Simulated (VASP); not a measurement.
# WC (Qusongite) in VASP: notebook

Aim: see how the results for WC (Qusongite) move with the level of theory and the settings. Levels: PBEsol, PBE. Tasks: single point.

Program: VASP 6.6.1. These are calculated values, not measurements. Logs are shortened: lines on timing, memory, paths and dates and some standing lists are left out, and cuts for length are marked.

## 1. The cell of the first run

It takes space group P-6m2 (No. 187, hexagonal). The conventional cell has a = 2.907 Å, b = 2.907 Å, c = 2.837 Å, α = 90.00°, β = 90.00°, γ = 120.00°. W (site symmetry -6m2) has 6 C at 2.20 Å and 2 W at 2.84 Å within 2.9 Å. Within 2.9 Å of C (site symmetry -6m2) lie 6 W at 2.20 Å and 2 C at 2.84 Å.

## 2. Single point, PBEsol, non-collinear spin, zero start, spin-orbit coupling

INCAR reads:

```
SYSTEM = WC
  ALGO = Normal
  EDIFF = 1E-7
  ENCUT = 520
  GGA = PS
  GGA_COMPAT = .FALSE.
  ISIF = 2
  ISMEAR = 0
  LASPH = .TRUE.
  LCHARG = .FALSE.
  LMAXMIX = 4
  LNONCOLLINEAR = .TRUE.
  LORBIT = 11
  LORBMOM = .TRUE.
  LREAL = .FALSE.
  LSORBIT = .TRUE.
  LWAVE = .FALSE.
  MAGMOM = 0 0 0 0 0 0
  NBANDS = 30
  NELM = 150
  PREC = Accurate
  SIGMA = 0.05
```

KPOINTS reads:

```
k-points
0
G
  9 9 8
  0 0 0
```

POSCAR reads:

```
WC
1.0
    2.9065000000      0.0000000000      0.0000000000
   -1.4532500000      2.5171028361      0.0000000000
    0.0000000000      0.0000000000      2.8366000000
W C
1 1
Direct
    0.0000000000      0.0000000000      0.0000000000
    0.6666666667      0.3333333333      0.5000000000
```

Potentials or basis: VASP PAW PBE potentials, release 64 (W_sv, C).

Command:

```
> cat potpaw_PBE.64/W_sv/POTCAR potpaw_PBE.64/C/POTCAR > POTCAR
> mpirun -np 1 vasp_ncl > vasp.out
```

OUTCAR:

```text
SYSTEM = WC
   EDIFF = 1E-7
   ENCUT = 520
   GGA = PS
   ISIF = 2
   ISMEAR = 0
   LASPH = .TRUE.
   LNONCOLLINEAR = .TRUE.
   LORBIT = 11
   LREAL = .FALSE.
   LSORBIT = .TRUE.
   NELM = 150
   PREC = Accurate

 ion  position               nearest neighbor table
   1  0.000  0.000  0.000-   2 2.20   2 2.20   2 2.20   2 2.20   2 2.20   2 2.20
   2  0.667  0.333  0.500-   1 2.20   1 2.20   1 2.20   1 2.20   1 2.20   1 2.20

  LATTYP: Found a hexagonal cell.
 ALAT       =     2.9065000000
 C/A-ratio  =     0.9759504559

  Lattice vectors:

 A1 = (   2.9065000000,   0.0000000000,   0.0000000000)
 A2 = (  -1.4532500000,   2.5171028361,   0.0000000000)
 A3 = (   0.0000000000,   0.0000000000,   2.8366000000)

Analysis of symmetry for initial positions (statically):
=====================================================================
 Subroutine PRICEL returns:
 Original cell was already a primitive cell.

 Routine SETGRP: Setting up the symmetry group for a
 hexagonal supercell.

 Subroutine GETGRP returns: Found 12 space group operations
 (whereof 12 operations were pure point group operations)
 out of a pool of 24 trial point group operations.

The static configuration has the point symmetry D_3h.

Analysis of symmetry for dynamics (positions and initial velocities):
=====================================================================
 Subroutine PRICEL returns:
 Original cell was already a primitive cell.

 Routine SETGRP: Setting up the symmetry group for a
 hexagonal supercell.

 Subroutine GETGRP returns: Found 12 space group operations
 (whereof 12 operations were pure point group operations)
 out of a pool of 24 trial point group operations.

The dynamic configuration has the point symmetry D_3h.

Analysis of structural, dynamic, and magnetic symmetry:
=====================================================================
 Subroutine PRICEL returns:
 Original cell was already a primitive cell.

 Routine SETGRP: Setting up the symmetry group for a
 hexagonal supercell.

 Subroutine GETGRP returns: Found 12 space group operations
 (whereof 12 operations were pure point group operations)
 out of a pool of 24 trial point group operations.

The overall configuration has the point symmetry D_3h.

 Subroutine INISYM returns: Found 12 space group operations
 (whereof 12 operations are pure point group operations),
 and found     1 'primitive' translations

----------------------------------------------------------------------------------------

                                     Primitive cell

  volume of cell :      20.7525

  direct lattice vectors                    reciprocal lattice vectors
     2.906500000  0.000000000  0.000000000     0.344056425  0.198641070  0.000000000
    -1.453250000  2.517102836  0.000000000     0.000000000  0.397282139  0.000000000
     0.000000000  0.000000000  2.836600000     0.000000000  0.000000000  0.352534725

  length of vectors
     2.906500000  2.906500000  2.836600000     0.397282139  0.397282139  0.352534725

  position of ions in fractional coordinates (direct lattice)
     0.000000000  0.000000000  0.000000000
     0.666666667  0.333333333  0.500000000

  ion indices of the primitive-cell ions
   primitive index   ion index
                 1           1
                 2           2

----------------------------------------------------------------------------------------

 KPOINTS: k-points

Automatic generation of k-mesh.
 Grid dimensions read from file:
 generate k-points for:    9    9    8

 Generating k-lattice:

  Cartesian coordinates                     Fractional coordinates (reciprocal lattice)
     0.038228492  0.022071230  0.000000000     0.111111111  0.000000000  0.000000000
     0.000000000  0.044142460  0.000000000     0.000000000  0.111111111  0.000000000
     0.000000000  0.000000000  0.044066841     0.000000000  0.000000000  0.125000000

  Length of vectors
     0.044142460  0.044142460  0.044066841

  Shift w.r.t. Gamma in fractional coordinates (k-lattice)
[... 95 lines left out ...]

 Free energy of the ion-electron system (eV)
  ---------------------------------------------------
  ext. energy  EPLUGINS =         0.00000000
  ---------------------------------------------------
  free energy    TOTEN  =       -24.65218857 eV

  energy without entropy =      -24.65156869  energy(sigma->0) =      -24.65187863

 E-fermi :  10.9520     XC(G=0): -13.9284

 val. band max:       10.9480193043   @ k =   0.1111   0.0000   0.3750
 cond. band min:      10.9737705682   @ k =   0.4444   0.0000   0.5000
 fundamental gap:      0.0257512639
 Fermi energy:        10.9520311584

 k-point     1 :       0.0000    0.0000    0.0000
  band No.  band energies     occupation
      1     -63.0120      1.00000
      2     -63.0120      1.00000
      3     -32.9185      1.00000
      4     -32.9185      1.00000
      5     -24.1449      1.00000
      6     -24.1449      1.00000
[... 781 lines left out ...]
     29      24.1892      0.00000
     30      24.2898      0.00000

 [... further k-points ...]

------------------------ aborting loop because EDIFF is reached ----------------------------------------

  FORCE on cell =-STRESS in cart. coord.  units (eV):
  Direction    XX          YY          ZZ          XY          YZ          ZX
  --------------------------------------------------------------------------------------
  -------------------------------------------------------------------------------------
  Total       -0.1446786     -0.1446786     -0.3195774      0.0000000      0.0000000      0.0000000
  in kB      -11.1698052    -11.1698052    -24.6727291      0.0000000      0.0000000      0.0000000
  external PRESSURE =     -15.6707798 kB  Pullay stress =       0.0000000 kB

 VOLUME and BASIS-vectors are now :
 -----------------------------------------------------------------------------
  energy-cutoff  :      520.00
  volume of cell :       20.75
      direct lattice vectors                 reciprocal lattice vectors
     2.906500000  0.000000000  0.000000000     0.344056425  0.198641070  0.000000000
    -1.453250000  2.517102836  0.000000000     0.000000000  0.397282139  0.000000000
     0.000000000  0.000000000  2.836600000     0.000000000  0.000000000  0.352534725

 POSITION                                       TOTAL-FORCE (eV/Angst)
 -----------------------------------------------------------------------------------
      0.00000      0.00000      0.00000        -0.000000      0.000000      0.000000
      1.45325      0.83903      1.41830         0.000000      0.000000      0.000000
 -----------------------------------------------------------------------------------
    total drift:                                0.000000     -0.000000     -0.000000

  FREE ENERGIE OF THE ION-ELECTRON SYSTEM (eV)
  ---------------------------------------------------
  free  energy   TOTEN  =       -24.6521885681 eV

  energy  without entropy=      -24.6515686931  energy(sigma->0) =      -24.65187863

 orbital moment (x)

 # of ion     p       d       tot
 ----------------------------------------
  1        -0.000  -0.000  -0.000
  2         0.000   0.000   0.000
 ----------------------------------------
           -0.000  -0.000  -0.000

 orbital moment (y)

 # of ion     p       d       tot
 ----------------------------------------
  1         0.000   0.000   0.000
  2        -0.000   0.000  -0.000
 ----------------------------------------
            0.000   0.000   0.000

 orbital moment (z)

 # of ion     p       d       tot
 ----------------------------------------
  1         0.000   0.000   0.000
  2         0.000   0.000   0.000
 ----------------------------------------
            0.000   0.000   0.000

 Spin-Orbit-Coupling matrix elements

 Ion:    1  E_soc:     -1.4883388
 l=   1
     0.0000000    -0.2185116    -0.2226203
    -0.2185116     0.0000000    -0.2185116
    -0.2226203    -0.2185116     0.0000000
 l=   2
     0.0000000    -0.0053690     0.0000000    -0.0053690    -0.0264194
    -0.0053690     0.0000000    -0.0159032    -0.0048239    -0.0053690
     0.0000000    -0.0159032     0.0000000    -0.0159032     0.0000000
    -0.0053690    -0.0048239    -0.0159032     0.0000000    -0.0053690
    -0.0264194    -0.0053690     0.0000000    -0.0053690     0.0000000
 l=   3
     0.0000000     0.0000000     0.0000000     0.0000000     0.0000000     0.0000000     0.0000000
     0.0000000     0.0000000     0.0000000     0.0000000     0.0000000     0.0000000     0.0000000
     0.0000000     0.0000000     0.0000000     0.0000000     0.0000000     0.0000000     0.0000000
     0.0000000     0.0000000     0.0000000     0.0000000     0.0000000     0.0000000     0.0000000
     0.0000000     0.0000000     0.0000000     0.0000000     0.0000000     0.0000000     0.0000000
     0.0000000     0.0000000     0.0000000     0.0000000     0.0000000     0.0000000     0.0000000
     0.0000000     0.0000000     0.0000000     0.0000000     0.0000000     0.0000000     0.0000000

 Ion:    2  E_soc:     -0.0002892
 l=   1
     0.0000000    -0.0000488    -0.0000470
    -0.0000488     0.0000000    -0.0000488
    -0.0000470    -0.0000488     0.0000000
 l=   2
     0.0000000     0.0000000     0.0000000     0.0000000     0.0000000
     0.0000000     0.0000000     0.0000000     0.0000000     0.0000000
     0.0000000     0.0000000     0.0000000     0.0000000     0.0000000
     0.0000000     0.0000000     0.0000000     0.0000000     0.0000000
     0.0000000     0.0000000     0.0000000     0.0000000     0.0000000
 l=   3
     0.0000000     0.0000000     0.0000000     0.0000000     0.0000000     0.0000000     0.0000000
     0.0000000     0.0000000     0.0000000     0.0000000     0.0000000     0.0000000     0.0000000
     0.0000000     0.0000000     0.0000000     0.0000000     0.0000000     0.0000000     0.0000000
     0.0000000     0.0000000     0.0000000     0.0000000     0.0000000     0.0000000     0.0000000
     0.0000000     0.0000000     0.0000000     0.0000000     0.0000000     0.0000000     0.0000000
     0.0000000     0.0000000     0.0000000     0.0000000     0.0000000     0.0000000     0.0000000
     0.0000000     0.0000000     0.0000000     0.0000000     0.0000000     0.0000000     0.0000000

 total charge

# of ion       s       p       d       tot
------------------------------------------
    1        2.350   6.432   3.431  12.213
    2        0.849   1.559   0.000   2.408
--------------------------------------------------
tot          3.199   7.991   3.431  14.621

 magnetization (x)

# of ion       s       p       d       tot
------------------------------------------
    1       -0.000   0.000   0.000   0.000
    2        0.000   0.000   0.000   0.000
--------------------------------------------------
tot         -0.000   0.000   0.000   0.000

 magnetization (y)

# of ion       s       p       d       tot
------------------------------------------
    1       -0.000   0.000  -0.000  -0.000
    2       -0.000   0.000   0.000   0.000
--------------------------------------------------
tot         -0.000   0.000  -0.000  -0.000

 magnetization (z)

# of ion       s       p       d       tot
------------------------------------------
    1        0.000   0.000   0.000   0.000
    2        0.000  -0.000   0.000  -0.000
--------------------------------------------------
tot          0.000  -0.000   0.000   0.000
```

Wall time 86 s (1 thread of AMD EPYC 9R45 (Zen 5), shared host); peak memory 0.22 GiB.

What came out:

- Free energy: -24.6522 eV
- Pressure: -1.6 GPa
- Net moment: 0.00 μB per cell
- Valence electrons inside the program's atomic spheres: W 12.21; C 2.41

Stress tensor (GPa, compression positive):
```
-1.12  0.00  0.00
 0.00 -1.12  0.00
 0.00  0.00 -2.47
```

Moments on the atoms (μB; x, y, z):
```
W   0.00 0.00 0.00
C   0.00 0.00 0.00
```

Caveat: the PAW data sets were made with another functional, which shifts forces and pressure a little.

[end of part 1 of 3]
